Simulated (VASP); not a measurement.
# Mg2Si (Fm-3m) in VASP: settings compared, part 2 of 2

VASP 6.6.1.

## Step 3: Single point, PBE

This run uses another cell than the first one, of 21.22 Å³/atom.

INCAR reads:

```
ALGO     = Normal         # electronic algorithm
EDIFF    = 1E-6           # SCF threshold, eV
ENCUT    = 600            # plane-wave cutoff, eV
GGA      = PE             # functional
GGA_COMPAT= F            
ISIF     = 2              # what is computed and relaxed
ISMEAR   = 0              # smearing method
LASPH    = T              # aspherical terms in the spheres
LCHARG   = F              # write CHGCAR
LREAL    = F              # projectors in reciprocal space
LWAVE    = F              # write WAVECAR
NBANDS   = 11             # bands
NELM     = 120            # most SCF steps
PREC     = Accurate       # precision mode
SIGMA    = 0.01           # smearing width, eV
```

KPOINTS reads:

```
k-points
0
Gamma
  8 8 8
```

POSCAR reads:

```
Mg2Si
1.0
    0.0000000000      3.1689705497      3.1689705497
    3.1689705497      0.0000000000      3.1689705497
    3.1689705497      3.1689705497      0.0000000000
Mg Si
2 1
Direct
    0.2500000000      0.2500000000      0.2500000000
    0.7500000000      0.7500000000      0.7500000000
    0.0000000000      0.0000000000      0.0000000000
```

Potentials or basis: VASP PAW PBE potentials, release 64 (Mg, Si).

Launch:

```sh
cat potpaw_PBE.64/Mg/POTCAR potpaw_PBE.64/Si/POTCAR > POTCAR
mpirun -np 1 vasp_std > vasp.out
```

OUTCAR:

```text
EDIFF = 1E-6
   ENCUT = 600
   GGA = PE
   ISIF = 2
   ISMEAR = 0
   LASPH = T
   LREAL = F
   NELM = 120
   PREC = Accurate

 ion  position               nearest neighbor table
   1  0.250  0.250  0.250-   3 2.74   3 2.74   3 2.74   3 2.74   2 3.17   2 3.17   2 3.17   2 3.17
                             2 3.17   2 3.17
   2  0.750  0.750  0.750-   3 2.74   3 2.74   3 2.74   3 2.74   1 3.17   1 3.17   1 3.17   1 3.17
                             1 3.17   1 3.17
   3  0.000  0.000  0.000-   2 2.74   2 2.74   2 2.74   1 2.74   2 2.74   1 2.74   1 2.74   1 2.74

  LATTYP: Found a face centered cubic cell.
 ALAT       =     6.3379410994

  Lattice vectors:

 A1 = (   0.0000000000,   3.1689705497,   3.1689705497)
 A2 = (   3.1689705497,   0.0000000000,   3.1689705497)
 A3 = (   3.1689705497,   3.1689705497,   0.0000000000)

Analysis of symmetry for initial positions (statically):
=====================================================================
 Subroutine PRICEL returns:
 Original cell was already a primitive cell.

 Routine SETGRP: Setting up the symmetry group for a
 face centered cubic supercell.

 Subroutine GETGRP returns: Found 48 space group operations
 (whereof 48 operations were pure point group operations)
 out of a pool of 48 trial point group operations.

The static configuration has the point symmetry O_h .

Analysis of symmetry for dynamics (positions and initial velocities):
=====================================================================
 Subroutine PRICEL returns:
 Original cell was already a primitive cell.

 Routine SETGRP: Setting up the symmetry group for a
 face centered cubic supercell.

 Subroutine GETGRP returns: Found 48 space group operations
 (whereof 48 operations were pure point group operations)
 out of a pool of 48 trial point group operations.

The dynamic configuration has the point symmetry O_h .

 Subroutine INISYM returns: Found 48 space group operations
 (whereof 48 operations are pure point group operations),
 and found     1 'primitive' translations

----------------------------------------------------------------------------------------

                                     Primitive cell

  volume of cell :      63.6480

  direct lattice vectors                    reciprocal lattice vectors
     0.000000000  3.168970550  3.168970550    -0.157779945  0.157779945  0.157779945
     3.168970550  0.000000000  3.168970550     0.157779945 -0.157779945  0.157779945
     3.168970550  3.168970550  0.000000000     0.157779945  0.157779945 -0.157779945

  length of vectors
     4.481601130  4.481601130  4.481601130     0.273282882  0.273282882  0.273282882

  position of ions in fractional coordinates (direct lattice)
     0.250000000  0.250000000  0.250000000
     0.750000000  0.750000000  0.750000000
     0.000000000  0.000000000  0.000000000

  ion indices of the primitive-cell ions
   primitive index   ion index
                 1           1
                 2           2
                 3           3

----------------------------------------------------------------------------------------

 KPOINTS: k-points
[... 47 lines left out ...]
  0.500000  0.250000  0.125000     48.000000
 -0.375000  0.250000  0.125000     24.000000
 [... further k-points ...]
   k-points           NKPTS =     29   k-points in BZ     NKDIM =     29   number of bands    NBANDS=     11
   number of dos      NEDOS =    301   number of ions     NIONS =      3
   total plane-waves  NPLWV =  46656
   dimension x,y,z NGX =    36 NGY =   36 NGZ =   36
   dimension x,y,z NGXF=    72 NGYF=   72 NGZF=   72
   ions per type =               2   1
   NGX,Y,Z   is equivalent  to a cutoff of  13.35, 13.35, 13.35 a.u.
   NGXF,Y,Z  is equivalent  to a cutoff of  26.71, 26.71, 26.71 a.u.
 SYSTEM =  unknown system
   PREC   = accura    normal or accurate (medium, high low for compatibility)
   ISTART =      0    job   : 0-new  1-cont  2-samecut
   ICHARG =      2    charge: 1-file 2-atom 10-const
   ISPIN  =      1    spin polarized calculation?
   LNONCOLLINEAR =      F non collinear calculations
   LSORBIT =      F    spin-orbit coupling
   LASPH  =      T    aspherical Exc in radial PAW
   ENCUT  =  600.0 eV  44.10 Ry    6.64 a.u.   8.95  8.95  8.95*2*pi/ulx,y,z
   NELM   =    120;   NELMIN=  2; NELMDL= -5     # of ELM steps
   EDIFF  = 0.1E-05   stopping-criterion for ELM
   LREAL  =      F    real-space projection
   EDIFFG = 0.1E-04   stopping-criterion for IOM
   NSW    =      0    number of steps for IOM
   IBRION =     -1    ionic relax: 0-MD 1-quasi-New 2-CG
   NFREE  =      0    steps in history (QN), initial steepest desc. (CG)
   ISIF   =      2    stress and relaxation
   ISYM   =      2    0-nonsym 1-usesym 2-fastsym
   POTIM  = 0.5000    time-step for ionic-motion
   TEBEG  =    0.0;   TEEND  =   0.0 temperature during run
   PSTRESS=    0.0 pullay stress
   NELECT =       8.0000    total number of electrons
   NUPDOWN=      -1.0000    fix difference up-down
   EMIN   =  10.00;   EMAX   =-10.00  energy-range for DOS
   EFERMI =   0.00;   METHOD = LEGACY
   ISMEAR =     0;   SIGMA  =   0.01  broadening in eV -4-tet -1-fermi 0-gaus
   EFERMI_NEDOS =   21; number of points for ismear=-14 and -15
   IALGO  =     38    algorithm
   IMIX   =      4    mixing-type and parameters
     AMIX     =   0.40;   BMIX     =  1.00
     AMIX_MAG =   1.60;   BMIX_MAG =  1.00
  volume/ion in A,a.u.               =      21.22       143.17
  Fermi-wavevector in a.u.,A,eV,Ry     =   0.820056  1.549680  9.149798  0.672491
  Thomas-Fermi vector in A             =   1.930970
   LORBIT       =      0    0 simple, 1 ext, 2 COOP (PROOUT), +10 PAW based schemes
   GGA     = PE    functional components
   LHFCALC =     F    Hartree Fock is set to
   AEXX    =    0.0000 exact exchange contribution
   IVDW    =     0    specifies the selected vdW correction
   LEPSILON=     F    determine dielectric tensor
   LRPA    =     F    only Hartree local field effects (RPA)
 non-spin polarized calculation
 Gauss-broadening in eV      SIGMA  =   0.01
  energy-cutoff  :      600.00
  volume of cell :       63.65
 maximum number of plane-waves:      2148
   NGX = 17   NGY = 17   NGZ = 17

 number of electron       8.0000000 magnetization

 Free energy of the ion-electron system (eV)
  ---------------------------------------------------
  ext. energy  EPLUGINS =         0.00000000
  ---------------------------------------------------
  free energy    TOTEN  =        -8.91302996 eV

  energy without entropy =       -8.91302996  energy(sigma->0) =       -8.91302996

 E-fermi :   3.6749     XC(G=0):  -8.8092

 val. band max:        3.6344066906   @ k =   0.0000   0.0000   0.0000
 cond. band min:       3.8344202677   @ k =   0.5000   0.5000   0.0000
 fundamental gap:      0.2000135771
 Fermi energy:         3.6749452184

 k-point     1 :       0.0000    0.0000    0.0000
  band No.  band energies     occupation
      1      -5.5029      2.00000
      2       3.6344      2.00000
      3       3.6344      2.00000
      4       3.6344      2.00000
      5       5.5474      0.00000
      6       6.2114      0.00000
      7       6.2114      0.00000
      8       6.2114      0.00000
      9       9.2853      0.00000
     10       9.2853      0.00000
     11      10.1755      0.00000
[... 309 lines left out ...]
 k-point    24 :      -0.3750    0.2500    0.1250
  band No.  band energies     occupation
      1      -3.8046      2.00000
      2      -0.7527      2.00000
      3       1.1432      2.00000
      4       2.1605      2.00000
      5       5.7951      0.00000
      6       6.0511      0.00000
      7       8.1604      0.00000
      8       8.7112      0.00000
      9       9.5023      0.00000
     10      11.1531      0.00000
     11      12.4404      0.00000

 [... further k-points ...]

------------------------ aborting loop because EDIFF is reached ----------------------------------------

  FORCE on cell =-STRESS in cart. coord.  units (eV):
  Direction    XX          YY          ZZ          XY          YZ          ZX
  --------------------------------------------------------------------------------------
  -------------------------------------------------------------------------------------
  Total        0.2286879      0.2286879      0.2286879     -0.0000000      0.0000000     -0.0000000
  in kB        5.7566407      5.7566407      5.7566407     -0.0000000      0.0000000     -0.0000000
  external PRESSURE =       5.7566407 kB  Pullay stress =       0.0000000 kB

 VOLUME and BASIS-vectors are now :
 -----------------------------------------------------------------------------
  energy-cutoff  :      600.00
  volume of cell :       63.65
      direct lattice vectors                 reciprocal lattice vectors
     0.000000000  3.168970550  3.168970550    -0.157779945  0.157779945  0.157779945
     3.168970550  0.000000000  3.168970550     0.157779945 -0.157779945  0.157779945
     3.168970550  3.168970550  0.000000000     0.157779945  0.157779945 -0.157779945

 POSITION                                       TOTAL-FORCE (eV/Angst)
 -----------------------------------------------------------------------------------
      1.58449      1.58449      1.58449        -0.000000      0.000000      0.000000
      4.75346      4.75346      4.75346        -0.000000     -0.000000     -0.000000
      0.00000      0.00000      0.00000         0.000000      0.000000     -0.000000
 -----------------------------------------------------------------------------------
    total drift:                               -0.000000     -0.000000     -0.000000

  FREE ENERGIE OF THE ION-ELECTRON SYSTEM (eV)
  ---------------------------------------------------
  free  energy   TOTEN  =        -8.9130299627 eV

  energy  without entropy=       -8.9130299627  energy(sigma->0) =       -8.91302996
```

Run time: 20 s. Hardware: 1 thread of Intel Xeon Platinum 8559C (Emerald Rapids), shared host; peak memory 0.2 GiB.

What came out:

```
Free energy            : -8.9130 eV
Pressure               : 0.6 GPa
Band gap on the k mesh : 0.20 eV (least direct gap 1.91 eV)
```

Levels at points of the mesh, in eV from the valence-band top:
| k point | band 2 | band 3 | band 4 | band 5 | band 6 | band 7 |
| --- | --- | --- | --- | --- | --- | --- |
| (0.00, 0.00, 0.00) | 0.00 | 0.00 | 0.00 | 1.91 | 2.58 | 2.58 |
| (0.50, 0.00, 0.00) | -4.77 | -0.70 | -0.70 | 1.29 | 2.56 | 2.56 |
| (0.50, 0.50, 0.00) | -4.44 | -1.95 | -1.95 | 0.20 | 0.42 | 7.96 |

A k mesh can miss the band edges.

## Step 4: Single point, r2SCAN (22.49 Å³/atom)

This run uses another cell than the first one, of 22.49 Å³/atom.

POSCAR reads:

```
Mg2Si
1.0
    0.0000000000      3.2311230064      3.2311230064
    3.2311230064      0.0000000000      3.2311230064
    3.2311230064      3.2311230064      0.0000000000
Mg Si
2 1
Direct
    0.2500000000      0.2500000000      0.2500000000
    0.7500000000      0.7500000000      0.7500000000
    0.0000000000      0.0000000000      0.0000000000
```

INCAR.step1 reads:

```
SYSTEM = Mg2Si
ALGO = Normal
EDIFF = 1E-5
ENCUT = 660
GGA = PE
GGA_COMPAT = .False.
ISMEAR = 0
LASPH = .True.
LCHARG = .False.
LREAL = .False.
LWAVE = .True.
NBANDS = 11
NELM = 120
PREC = Accurate
SIGMA = 0.01
```

INCAR.step2 reads:

```
SYSTEM = Mg2Si
ALGO = Normal
EDIFF = 1E-6
ENCUT = 660
GGA_COMPAT = .False.
ISIF = 2
ISMEAR = 0
ISTART = 1
LASPH = .True.
LCHARG = .False.
LMIXTAU = .True.
LREAL = .False.
LWAVE = .False.
METAGGA = R2SCAN
NBANDS = 11
NELM = 120
PREC = Accurate
SIGMA = 0.01
```

KPOINTS reads:

```
k-points
0
Gamma
  6 6 6
  0 0 0
```

Launch:

```sh
cat potpaw_PBE.64/Mg/POTCAR potpaw_PBE.64/Si/POTCAR > POTCAR
cp INCAR.step1 INCAR
mpirun -np 1 vasp_std > vasp.out
cp INCAR.step2 INCAR
mpirun -np 1 vasp_std > vasp.out
```

Wall time 64 s (1 thread of Intel Xeon Platinum 8559C (Emerald Rapids), shared host); peak memory 0.26 GiB.

The run converged. Its results:

```yaml
Free_energy: -17.6248 eV
Pressure: -3.3 GPa
Band_gap_on_the_k_mesh: 0.50 eV (least direct gap 2.13 eV)
```

Levels at points of the mesh, in eV from the valence-band top:
```tsv
k point	band 2	band 3	band 4	band 5	band 6	band 7
(0.00, 0.00, 0.00)	0.00	0.00	0.00	2.13	2.75	2.75
(0.50, 0.00, 0.00)	-4.73	-0.72	-0.72	1.50	2.79	2.79
(0.50, 0.50, 0.00)	-4.42	-1.97	-1.97	0.50	0.66	8.33
```

Caveat: the cell stands under tension; the PAW data sets were made with another functional, which shifts forces and pressure a little.

## Step 5: Single point, r2SCAN

This run uses another cell than the first one, of 21.22 Å³/atom.

POSCAR reads:

```
Mg2Si
1.0
    0.0000000000      3.1689705497      3.1689705497
    3.1689705497      0.0000000000      3.1689705497
    3.1689705497      3.1689705497      0.0000000000
Mg Si
2 1
Direct
    0.2500000000      0.2500000000      0.2500000000
    0.7500000000      0.7500000000      0.7500000000
    0.0000000000      0.0000000000      0.0000000000
```

INCAR.step1 reads:

```
PREC = Accurate ; ENCUT = 660
ISMEAR = 0 ; SIGMA = 0.01
LREAL = False ; LASPH = True
NELM = 120 ; NBANDS = 11
GGA = PE ; ALGO = Normal
EDIFF = 1E-5 ; LWAVE = True
LCHARG = False ; GGA_COMPAT = False
```

INCAR.step2 reads:

```
PREC = Accurate ; ENCUT = 660
EDIFF = 1E-6 ; ISMEAR = 0
SIGMA = 0.01 ; LREAL = False
LASPH = True ; NELM = 120
ALGO = Normal ; ISIF = 2
LWAVE = False ; LCHARG = False
METAGGA = R2SCAN ; LMIXTAU = True
NBANDS = 11 ; ISTART = 1
GGA_COMPAT = False
```

KPOINTS reads:

```
regular mesh
0
Gamma
  8 8 8
```

Launch:

```sh
cat potpaw_PBE.64/Mg/POTCAR potpaw_PBE.64/Si/POTCAR > POTCAR
cp INCAR.step1 INCAR
mpirun -np 1 vasp_std > vasp.out
cp INCAR.step2 INCAR
mpirun -np 1 vasp_std > vasp.out
```

Wall time 2 min (1 thread of Intel Xeon Platinum 8559C (Emerald Rapids), shared host); peak memory 0.26 GiB.

It converged, with:

- Free energy: -17.6838 eV
- Pressure: -0.3 GPa
- Band gap on the k mesh: 0.45 eV (least direct gap 2.48 eV)

Levels at points of the mesh, in eV from the valence-band top:
| k point | band 2 | band 3 | band 4 | band 5 | band 6 | band 7 |
| --- | --- | --- | --- | --- | --- | --- |
| (0.00, 0.00, 0.00) | 0.00 | 0.00 | 0.00 | 2.50 | 2.84 | 2.84 |
| (0.50, 0.00, 0.00) | -4.91 | -0.74 | -0.74 | 1.74 | 2.83 | 2.83 |
| (0.50, 0.50, 0.00) | -4.56 | -2.04 | -2.04 | 0.45 | 0.76 | 8.69 |

Caveat: the PAW data sets were made with another functional, which shifts forces and pressure a little. A k mesh can miss the band edges.

## Step 6: The runs side by side

| level | cell | k mesh | cutoff (eV) | gap on the mesh (eV) | pressure (GPa) |
| --- | --- | --- | --- | --- | --- |
| r2SCAN | a = 4.526 Å, angles 60.0°, 3 atoms | 6 × 6 × 6 | 660 | 0.48 | -1.9 |
| PBE | a = 4.482 Å, angles 60.0°, 3 atoms | 8 × 8 × 8 | 600 | 0.20 | 0.6 |
| r2SCAN | a = 4.569 Å, angles 60.0°, 3 atoms | 6 × 6 × 6 | 660 | 0.50 | -3.3 |
| r2SCAN | a = 4.482 Å, angles 60.0°, 3 atoms | 8 × 8 × 8 | 660 | 0.45 | -0.3 |

Alike in all rows: task single point; potentials or basis VASP PAW PBE potentials, release 64 (Mg, Si); no spin polarisation; smearing gaussian 0.01 eV.

Caveats: the PAW data sets were made with another functional, which shifts forces and pressure a little (at least some runs); the cell stands under tension (at least some runs).

Total energies depend on the potentials used, so only differences within one code and one set of settings carry meaning.
